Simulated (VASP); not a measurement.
## Al: relaxation of cell and atoms with PBE

Al:

```
CELL_PARAMETERS angstrom
0.00000 1.99137 1.99137
1.99137 0.00000 1.99137
1.99137 1.99137 0.00000
ATOMIC_POSITIONS crystal
Al 0.00000 0.00000 0.00000
```

```
Program                : VASP 6.6.1
Task                   : relaxation of cell and atoms
Functional             : PBE
Potentials or basis    : VASP PAW PBE potentials, release 64 (Al)
Cutoff                 : 600 eV
k mesh                 : 18 × 18 × 18
Occupations            : gaussian, width 0.1 eV
Spin                   : no spin polarisation
Dipole correction      : no
Further INCAR settings : ALGO = Normal; EDIFF = 1e-06; IBRION = 2; EDIFFG = -0.005; NSW = 70; ISIF = 3
```

- Relaxed volume: 16.49 Å³/atom
- Relaxed cell: a = 2.857 Å, b = 2.857 Å, c = 2.857 Å, α = 60.00°, β = 60.00°, γ = 60.00°
- Space group after relaxing (to 0.05 Å): Fm-3m (No. 225)
- Energy gained by relaxing: 7.6 meV/atom
- Ionic steps: 3
- Pressure after relaxing: 0.0 GPa

Step by step:
| step | energy change (eV) | largest force (eV/Å) | pressure (GPa) | volume (Å³) |
| --- | --- | --- | --- | --- |
| 1 | 0.0000 | 0.0000 | 3.65 | 15.79 |
| 2 | -0.0074 | 0.0000 | -0.62 | 16.63 |
| 3 | -0.0076 | 0.0000 | 0.01 | 16.49 |

Final structure:
```cif
data_structure
_symmetry_space_group_name_H-M 'P 1'
_symmetry_Int_Tables_number 1
_cell_length_a 2.8571
_cell_length_b 2.8571
_cell_length_c 2.8571
_cell_angle_alpha 60.000
_cell_angle_beta 60.000
_cell_angle_gamma 60.000
_cell_volume 16.49
loop_
_atom_site_label
_atom_site_type_symbol
_atom_site_fract_x
_atom_site_fract_y
_atom_site_fract_z
_atom_site_occupancy
Al1 Al 0.00000 0.00000 0.00000 1
```

Levels at points of the mesh, in eV from the Fermi level:
| k point | band 1 | band 2 | band 3 | band 4 | band 5 |
| --- | --- | --- | --- | --- | --- |
| (0.00, 0.00, 0.00) | -11.13 | 12.63 | 12.63 | 12.63 | 14.13 |
| (0.50, 0.00, 0.00) | -4.59 | -4.37 | 11.42 | 11.47 | 11.47 |
| (0.50, 0.50, 0.00) | -2.92 | -1.59 | 5.27 | 5.61 | 5.61 |

Run time: 8 s on 1 thread of Intel(R) Xeon(R) 6975P-C (Granite Rapids) (shared host), peak memory 0.14 GiB.

PBE usually gives volumes a little too large and moduli too small. Zero-point motion and thermal expansion aren't in these numbers.
